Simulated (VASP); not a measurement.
# ZnS (P4/mmm) in VASP: notebook, part 2 of 2

VASP 6.6.1.

## Step 3: Single point, PBE

This run uses another cell than the first one, of the same volume but with other edges.

Contents of INCAR:

```
SYSTEM = ZnS
PREC = Accurate
ENCUT = 520
EDIFF = 1E-6
ISMEAR = 0
SIGMA = 0.1
LREAL = .False.
LASPH = .True.
NELM = 80
ALGO = Normal
ISIF = 2
LWAVE = .False.
LCHARG = .False.
GGA = PE
NBANDS = 16
```

Contents of KPOINTS:

```
regular mesh
0
Gamma
  6 6 6
  0 0 0
```

Contents of POSCAR:

```
ZnS
1.0
    3.3350733156      0.0000000000      0.0000000000
    0.0000000000      3.3350733156      0.0000000000
    0.0000000000      0.0000000000      2.9263735293
Zn S
1 1
Direct
    0.5000000000      0.5000000000      0.5000000000
    0.0000000000      0.0000000000      0.0000000000
```

Potentials or basis: VASP PAW PBE potentials, release 64 (Zn, S).

The run is started by

```bash
cat potpaw_PBE.64/Zn/POTCAR potpaw_PBE.64/S/POTCAR > POTCAR
mpirun -np 1 vasp_std > vasp.out
```

OUTCAR:

```text
SYSTEM = ZnS
   PREC = Accurate
   ENCUT = 520
   EDIFF = 1E-6
   ISMEAR = 0
   LREAL = .False.
   LASPH = .True.
   NELM = 80
   ISIF = 2
   GGA = PE

 ion  position               nearest neighbor table
   1  0.500  0.500  0.500-   2 2.78   2 2.78   2 2.78   2 2.78   2 2.78   2 2.78   2 2.78   2 2.78

   2  0.000  0.000  0.000-   1 2.78   1 2.78   1 2.78   1 2.78   1 2.78   1 2.78   1 2.78   1 2.78

  LATTYP: Found a simple tetragonal cell.
 ALAT       =     3.3350733156
 C/A-ratio  =     0.8774540325

  Lattice vectors:

 A1 = (   3.3350733156,   0.0000000000,   0.0000000000)
 A2 = (   0.0000000000,   3.3350733156,   0.0000000000)
 A3 = (   0.0000000000,   0.0000000000,   2.9263735293)

Analysis of symmetry for initial positions (statically):
=====================================================================
 Subroutine PRICEL returns:
 Original cell was already a primitive cell.

 Routine SETGRP: Setting up the symmetry group for a
 simple tetragonal supercell.

 Subroutine GETGRP returns: Found 16 space group operations
 (whereof 16 operations were pure point group operations)
 out of a pool of 16 trial point group operations.

The static configuration has the point symmetry D_4h.

Analysis of symmetry for dynamics (positions and initial velocities):
=====================================================================
 Subroutine PRICEL returns:
 Original cell was already a primitive cell.

 Routine SETGRP: Setting up the symmetry group for a
 simple tetragonal supercell.

 Subroutine GETGRP returns: Found 16 space group operations
 (whereof 16 operations were pure point group operations)
 out of a pool of 16 trial point group operations.

The dynamic configuration has the point symmetry D_4h.

 Subroutine INISYM returns: Found 16 space group operations
 (whereof 16 operations are pure point group operations),
 and found     1 'primitive' translations

----------------------------------------------------------------------------------------

                                     Primitive cell

  volume of cell :      32.5492

  direct lattice vectors                    reciprocal lattice vectors
     3.335073316  0.000000000  0.000000000     0.299843483  0.000000000  0.000000000
     0.000000000  3.335073316  0.000000000     0.000000000  0.299843483  0.000000000
     0.000000000  0.000000000  2.926373529     0.000000000  0.000000000  0.341719876

  length of vectors
     3.335073316  3.335073316  2.926373529     0.299843483  0.299843483  0.341719876

  position of ions in fractional coordinates (direct lattice)
     0.500000000  0.500000000  0.500000000
     0.000000000  0.000000000  0.000000000

  ion indices of the primitive-cell ions
   primitive index   ion index
                 1           1
                 2           2

----------------------------------------------------------------------------------------

 KPOINTS: regular mesh

Automatic generation of k-mesh.
 Grid dimensions read from file:
 generate k-points for:    6    6    6

 Generating k-lattice:

  Cartesian coordinates                     Fractional coordinates (reciprocal lattice)
     0.049973914  0.000000000  0.000000000     0.166666667  0.000000000  0.000000000
     0.000000000  0.049973914  0.000000000     0.000000000  0.166666667  0.000000000
     0.000000000  0.000000000  0.056953313     0.000000000  0.000000000  0.166666667

  Length of vectors
     0.049973914  0.049973914  0.056953313

  Shift w.r.t. Gamma in fractional coordinates (k-lattice)
     0.000000000  0.000000000  0.000000000

 Subroutine IBZKPT returns following result:
 ===========================================

 Found     40 irreducible k-points:

 Following reciprocal coordinates:
            Coordinates               Weight
  0.000000  0.000000  0.000000      1.000000
  0.166667  0.000000  0.000000      4.000000
  0.333333  0.000000  0.000000      4.000000
  0.500000  0.000000  0.000000      2.000000
  0.166667  0.166667  0.000000      4.000000
  0.333333  0.166667  0.000000      8.000000
[... 16 lines left out ...]
  0.333333  0.000000  0.333333      8.000000
  0.500000  0.000000  0.333333      4.000000
 [... further k-points ...]
   k-points           NKPTS =     40   k-points in BZ     NKDIM =     40   number of bands    NBANDS=     16
   number of dos      NEDOS =    301   number of ions     NIONS =      2
   total plane-waves  NPLWV =  18816
   dimension x,y,z NGX =    28 NGY =   28 NGZ =   24
   dimension x,y,z NGXF=    56 NGYF=   56 NGZF=   48
   ions per type =               1   1
   NGX,Y,Z   is equivalent  to a cutoff of  13.96, 13.96, 13.63 a.u.
   NGXF,Y,Z  is equivalent  to a cutoff of  27.91, 27.91, 27.27 a.u.
 SYSTEM =  ZnS
   PREC   = accura    normal or accurate (medium, high low for compatibility)
   ISTART =      0    job   : 0-new  1-cont  2-samecut
   ICHARG =      2    charge: 1-file 2-atom 10-const
   ISPIN  =      1    spin polarized calculation?
   LNONCOLLINEAR =      F non collinear calculations
   LSORBIT =      F    spin-orbit coupling
   LASPH  =      T    aspherical Exc in radial PAW
   ENCUT  =  520.0 eV  38.22 Ry    6.18 a.u.   6.20  6.20  5.44*2*pi/ulx,y,z
   NELM   =     80;   NELMIN=  2; NELMDL= -5     # of ELM steps
   EDIFF  = 0.1E-05   stopping-criterion for ELM
   LREAL  =      F    real-space projection
   EDIFFG = 0.1E-04   stopping-criterion for IOM
   NSW    =      0    number of steps for IOM
   IBRION =     -1    ionic relax: 0-MD 1-quasi-New 2-CG
   NFREE  =      0    steps in history (QN), initial steepest desc. (CG)
   ISIF   =      2    stress and relaxation
   ISYM   =      2    0-nonsym 1-usesym 2-fastsym
   POTIM  = 0.5000    time-step for ionic-motion
   TEBEG  =    0.0;   TEEND  =   0.0 temperature during run
   PSTRESS=    0.0 pullay stress
   NELECT =      18.0000    total number of electrons
   NUPDOWN=      -1.0000    fix difference up-down
   EMIN   =  10.00;   EMAX   =-10.00  energy-range for DOS
   EFERMI =   0.00;   METHOD = LEGACY
   ISMEAR =     0;   SIGMA  =   0.10  broadening in eV -4-tet -1-fermi 0-gaus
   EFERMI_NEDOS =   21; number of points for ismear=-14 and -15
   IALGO  =     38    algorithm
   IMIX   =      4    mixing-type and parameters
     AMIX     =   0.40;   BMIX     =  1.00
     AMIX_MAG =   1.60;   BMIX_MAG =  1.00
  volume/ion in A,a.u.               =      16.27       109.83
  Fermi-wavevector in a.u.,A,eV,Ry     =   1.343751  2.539321 24.567590  1.805667
  Thomas-Fermi vector in A             =   2.471800
   LORBIT       =      0    0 simple, 1 ext, 2 COOP (PROOUT), +10 PAW based schemes
   GGA     = PE    functional components
   LHFCALC =     F    Hartree Fock is set to
   AEXX    =    0.0000 exact exchange contribution
   IVDW    =     0    specifies the selected vdW correction
   LEPSILON=     F    determine dielectric tensor
   LRPA    =     F    only Hartree local field effects (RPA)
 non-spin polarized calculation
 Gauss-broadening in eV      SIGMA  =   0.10
  energy-cutoff  :      520.00
  volume of cell :       32.55
 maximum number of plane-waves:       899
 NGX is ok and might be reduce to    28

 number of electron      17.9999996 magnetization

 Free energy of the ion-electron system (eV)
  ---------------------------------------------------
  ext. energy  EPLUGINS =         0.00000000
  ---------------------------------------------------
  free energy    TOTEN  =        -4.96402054 eV

  energy without entropy =       -4.96036969  energy(sigma->0) =       -4.96219511

 E-fermi :   4.8940     XC(G=0): -11.0384

 val. band max:        4.7907207328   @ k =   0.5000   0.3333   0.5000
 cond. band min:       4.9134502050   @ k =   0.3333   0.1667   0.5000
 fundamental gap:      0.1227294723
 Fermi energy:         4.8939591073

 k-point     1 :       0.0000    0.0000    0.0000
  band No.  band energies     occupation
      1      -9.8057      2.00000
      2      -2.5313      2.00000
      3      -2.3686      2.00000
      4      -2.0655      2.00000
      5      -1.9933      2.00000
      6      -1.9933      2.00000
[... 8 lines left out ...]
     15      18.3070      0.00000
     16      18.3799      0.00000
[... 419 lines left out ...]
 k-point    24 :       0.5000    0.0000    0.3333
  band No.  band energies     occupation
      1      -7.5808      2.00000
      2      -2.3441      2.00000
      3      -2.1798      2.00000
      4      -2.1762      2.00000
      5      -2.1106      2.00000
      6      -2.0534      2.00000
[... 8 lines left out ...]
     15      15.8491      0.00000
     16      18.9115      0.00000

 [... further k-points ...]
[... 5 lines left out ...]
  --------------------------------------------------------------------------------------
  -------------------------------------------------------------------------------------
  Total        0.0217552      0.0217552      0.0347739      0.0000000      0.0000000      0.0000000
  in kB        1.0708596      1.0708596      1.7116853      0.0000000      0.0000000      0.0000000
  external PRESSURE =       1.2844682 kB  Pullay stress =       0.0000000 kB

 VOLUME and BASIS-vectors are now :
 -----------------------------------------------------------------------------
  energy-cutoff  :      520.00
  volume of cell :       32.55
      direct lattice vectors                 reciprocal lattice vectors
     3.335073316  0.000000000  0.000000000     0.299843483  0.000000000  0.000000000
     0.000000000  3.335073316  0.000000000     0.000000000  0.299843483  0.000000000
     0.000000000  0.000000000  2.926373529     0.000000000  0.000000000  0.341719876

 POSITION                                       TOTAL-FORCE (eV/Angst)
 -----------------------------------------------------------------------------------
      1.66754      1.66754      1.46319         0.000000      0.000000      0.000000
      0.00000      0.00000      0.00000         0.000000      0.000000      0.000000
 -----------------------------------------------------------------------------------
    total drift:                                0.000000      0.000000      0.000000

  FREE ENERGIE OF THE ION-ELECTRON SYSTEM (eV)
  ---------------------------------------------------
  free  energy   TOTEN  =        -4.9640205373 eV

  energy  without entropy=       -4.9603696859  energy(sigma->0) =       -4.96219511
```

OSZICAR:

```text
N       E                     dE             d eps       ncg     rms          rms(c)
DAV:   1     0.776447779362E+02    0.77645E+02   -0.86088E+03  1280   0.139E+03
DAV:   2    -0.124400464899E+01   -0.78889E+02   -0.73945E+02  1472   0.256E+02
DAV:   3    -0.543364657527E+01   -0.41896E+01   -0.41533E+01  1616   0.547E+01
DAV:   4    -0.546701315114E+01   -0.33367E-01   -0.33360E-01  1560   0.502E+00
DAV:   5    -0.546731217641E+01   -0.29903E-03   -0.29902E-03  1624   0.472E-01    0.731E+00
DAV:   6    -0.499326270660E+01    0.47405E+00   -0.74676E-01  1616   0.273E+01    0.532E+00
DAV:   7    -0.497053760476E+01    0.22725E-01   -0.14372E-01  1472   0.532E+00    0.275E+00
DAV:   8    -0.496410418929E+01    0.64334E-02   -0.99144E-03  1768   0.136E+00    0.407E-01
DAV:   9    -0.496399744558E+01    0.10674E-03   -0.13030E-03  1448   0.308E-01    0.697E-02
DAV:  10    -0.496402054946E+01   -0.23104E-04   -0.80047E-05  1568   0.647E-02    0.239E-02
DAV:  11    -0.496402053729E+01    0.12170E-07   -0.88221E-06  1696   0.332E-02
   1 F= -.49640205E+01 E0= -.49621951E+01  d E =-.365085E-02
```

Run time: 10 s. Hardware: 1 thread of Intel Xeon 6975P-C, shared host; peak memory 0.16 GiB.

What came out:

```
Free energy            : -4.9640 eV
Pressure               : 0.1 GPa
Band gap on the k mesh : zero (band 9 reaches 5.90 eV, above the bottom of band 10 at 3.87 eV)
```

Levels at points of the mesh, in eV from the Fermi level:
```tsv
k point	band 7	band 8	band 9	band 10	band 11	band 12
(0.00, 0.00, 0.00)	-2.20	-2.20	-1.20	0.09	5.39	7.02
(0.50, 0.00, 0.00)	-6.48	-0.79	0.95	3.56	4.33	5.67
(0.50, 0.50, 0.00)	-5.65	-5.65	-2.72	1.18	9.29	9.29
(0.00, 0.00, 0.50)	-6.05	-0.30	-0.30	2.76	4.03	6.40
(0.50, 0.00, 0.50)	-5.69	-4.96	-1.40	-0.12	6.97	7.92
(0.50, 0.50, 0.50)	-3.55	-2.47	-2.47	0.83	1.33	1.33
```

## Step 4: Single point, PBE

This run uses another cell than the first one, of 23.28 Å³/atom, 1.430 times its volume.

Contents of INCAR:

```
SYSTEM = ZnS
PREC     = Accurate       ! precision mode
ENCUT    = 520            ! plane-wave cutoff, eV
EDIFF    = 1E-6           ! SCF threshold, eV
ISMEAR   = 0              ! smearing method
SIGMA    = 0.1            ! smearing width, eV
LREAL    = .FALSE.        ! projectors in reciprocal space
LASPH    = .TRUE.         ! aspherical terms in the spheres
NELM     = 80             ! most SCF steps
ALGO     = Normal         ! electronic algorithm
ISIF     = 2              ! what is computed and relaxed
LWAVE    = .FALSE.        ! write WAVECAR
LCHARG   = .FALSE.        ! write CHGCAR
GGA      = PE             ! functional
NBANDS   = 16             ! bands
```

Contents of KPOINTS:

```
regular mesh
0
G
  6 6 4
  0 0 0
```

Contents of POSCAR:

```
ZnS
1.0
    3.3207089800      0.0000000000      0.0000000000
    0.0000000000      3.3207089800      0.0000000000
    0.0000000000      0.0000000000      4.2217213200
Zn S
1 1
Direct
    0.5000000000      0.5000000000      0.5000000000
    0.0000000000      0.0000000000      0.0000000000
```

Potentials or basis: VASP PAW PBE potentials, release 64 (Zn, S).

The run is started by

```bash
cat potpaw_PBE.64/Zn/POTCAR potpaw_PBE.64/S/POTCAR > POTCAR
mpirun -np 1 vasp_std > vasp.out
```

OUTCAR:

```text
SYSTEM = ZnS
   PREC = Accurate
   ENCUT = 520
   EDIFF = 1E-6
   ISMEAR = 0
   LREAL = .FALSE.
   LASPH = .TRUE.
   NELM = 80
   ISIF = 2
   GGA = PE

 ion  position               nearest neighbor table
   1  0.500  0.500  0.500-
   2  0.000  0.000  0.000-

  LATTYP: Found a simple tetragonal cell.
 ALAT       =     3.3207089800
 C/A-ratio  =     1.2713313167

  Lattice vectors:

 A1 = (   3.3207089800,   0.0000000000,   0.0000000000)
 A2 = (   0.0000000000,   3.3207089800,   0.0000000000)
 A3 = (   0.0000000000,   0.0000000000,   4.2217213200)

Analysis of symmetry for initial positions (statically):
=====================================================================
 Subroutine PRICEL returns:
 Original cell was already a primitive cell.

 Routine SETGRP: Setting up the symmetry group for a
 simple tetragonal supercell.

 Subroutine GETGRP returns: Found 16 space group operations
 (whereof 16 operations were pure point group operations)
 out of a pool of 16 trial point group operations.

The static configuration has the point symmetry D_4h.

Analysis of symmetry for dynamics (positions and initial velocities):
=====================================================================
 Subroutine PRICEL returns:
 Original cell was already a primitive cell.

 Routine SETGRP: Setting up the symmetry group for a
 simple tetragonal supercell.

 Subroutine GETGRP returns: Found 16 space group operations
 (whereof 16 operations were pure point group operations)
 out of a pool of 16 trial point group operations.

The dynamic configuration has the point symmetry D_4h.

 Subroutine INISYM returns: Found 16 space group operations
 (whereof 16 operations are pure point group operations),
 and found     1 'primitive' translations

----------------------------------------------------------------------------------------

[... 104 lines left out ...]
   NUPDOWN=      -1.0000    fix difference up-down
   EMIN   =  10.00;   EMAX   =-10.00  energy-range for DOS
   EFERMI =   0.00;   METHOD = LEGACY
   ISMEAR =     0;   SIGMA  =   0.10  broadening in eV -4-tet -1-fermi 0-gaus
   EFERMI_NEDOS =   21; number of points for ismear=-14 and -15
   IALGO  =     38    algorithm
   IMIX   =      4    mixing-type and parameters
     AMIX     =   0.40;   BMIX     =  1.00
     AMIX_MAG =   1.60;   BMIX_MAG =  1.00
  volume/ion in A,a.u.               =      23.28       157.08
  Fermi-wavevector in a.u.,A,eV,Ry     =   1.192656  2.253793 19.353319  1.422429
  Thomas-Fermi vector in A             =   2.328689
   LORBIT       =      0    0 simple, 1 ext, 2 COOP (PROOUT), +10 PAW based schemes
   GGA     = PE    functional components
   LHFCALC =     F    Hartree Fock is set to
   AEXX    =    0.0000 exact exchange contribution
   IVDW    =     0    specifies the selected vdW correction
   LEPSILON=     F    determine dielectric tensor
   LRPA    =     F    only Hartree local field effects (RPA)
 non-spin polarized calculation
 Gauss-broadening in eV      SIGMA  =   0.10
  energy-cutoff  :      520.00
  volume of cell :       46.55
 maximum number of plane-waves:      1288
 NGX is ok and might be reduce to    28

 number of electron      18.0000002 magnetization

 Free energy of the ion-electron system (eV)
  ---------------------------------------------------
  ext. energy  EPLUGINS =         0.00000000
  ---------------------------------------------------
  free energy    TOTEN  =        -3.99101647 eV

  energy without entropy =       -3.97982694  energy(sigma->0) =       -3.98542171

 E-fermi :   1.7188     XC(G=0):  -9.3792

 val. band max:        1.7179276632   @ k =   0.3333   0.1667   0.5000
 cond. band min:       1.7356085165   @ k =   0.3333   0.0000   0.0000
 fundamental gap:      0.0176808534
 Fermi energy:         1.7187657151

 k-point     1 :       0.0000    0.0000    0.0000
  band No.  band energies     occupation
      1     -10.9281      2.00000
      2      -5.0850      2.00000
      3      -4.9885      2.00000
      4      -4.8280      2.00000
      5      -4.8280      2.00000
      6      -4.8125      2.00000
[... 433 lines left out ...]
      3      -4.8931      2.00000
      4      -4.8280      2.00000
      5      -4.8271      2.00000
      6      -4.7871      2.00000
[... 8 lines left out ...]
     15      13.1719      0.00000
     16      13.6918      0.00000

 [... further k-points ...]
[... 5 lines left out ...]
  --------------------------------------------------------------------------------------
  -------------------------------------------------------------------------------------
  Total       -2.4783322     -2.4783322     -4.7462079      0.0000000      0.0000000     -0.0000000
  in kB      -85.2940847    -85.2940847   -163.3451115      0.0000000      0.0000000     -0.0000000
  external PRESSURE =    -111.3110936 kB  Pullay stress =       0.0000000 kB

 VOLUME and BASIS-vectors are now :
 -----------------------------------------------------------------------------
  energy-cutoff  :      520.00
  volume of cell :       46.55
      direct lattice vectors                 reciprocal lattice vectors
     3.320708980  0.000000000  0.000000000     0.301140511  0.000000000  0.000000000
     0.000000000  3.320708980  0.000000000     0.000000000  0.301140511  0.000000000
     0.000000000  0.000000000  4.221721320     0.000000000  0.000000000  0.236870206

 POSITION                                       TOTAL-FORCE (eV/Angst)
 -----------------------------------------------------------------------------------
      1.66035      1.66035      2.11086         0.000000      0.000000      0.000000
      0.00000      0.00000      0.00000         0.000000      0.000000      0.000000
 -----------------------------------------------------------------------------------
    total drift:                                0.000000      0.000000      0.000000

  FREE ENERGIE OF THE ION-ELECTRON SYSTEM (eV)
  ---------------------------------------------------
  free  energy   TOTEN  =        -3.9910164707 eV

  energy  without entropy=       -3.9798269429  energy(sigma->0) =       -3.98542171
```

Run time: 13 s. Hardware: 1 thread of Intel Xeon 6975P-C, shared host; peak memory 0.17 GiB.

Results:

| Item | Value |
| --- | --- |
| Free energy | -3.9910 eV |
| Pressure | -11.1 GPa |
| Band gap on the k mesh | zero (band 9 reaches 2.15 eV, above the bottom of band 10 at 1.26 eV) |

Caveat: the k points lie up to 0.37 Å⁻¹ apart.

## Step 5: Summary

```csv
cell,k mesh,gap on the mesh (eV),pressure (GPa)
"a = 3.439, b = 3.439, c = 2.752 Å, 2 atoms",6 × 6 × 4,none,0.0
"a = 3.335, b = 3.335, c = 2.926 Å, 2 atoms",6 × 6 × 6,none,0.1
"a = 3.321, b = 3.321, c = 4.222 Å, 2 atoms",6 × 6 × 4,none,-11.1
```

Alike in all rows: task single point; level PBE; potentials or basis VASP PAW PBE potentials, release 64 (Zn, S); no spin polarisation; cutoff (eV) 520; smearing gaussian 0.1 eV.

Caveats: some runs use coarse meshes.

Absolute energies hang on the potentials; compare differences alone.
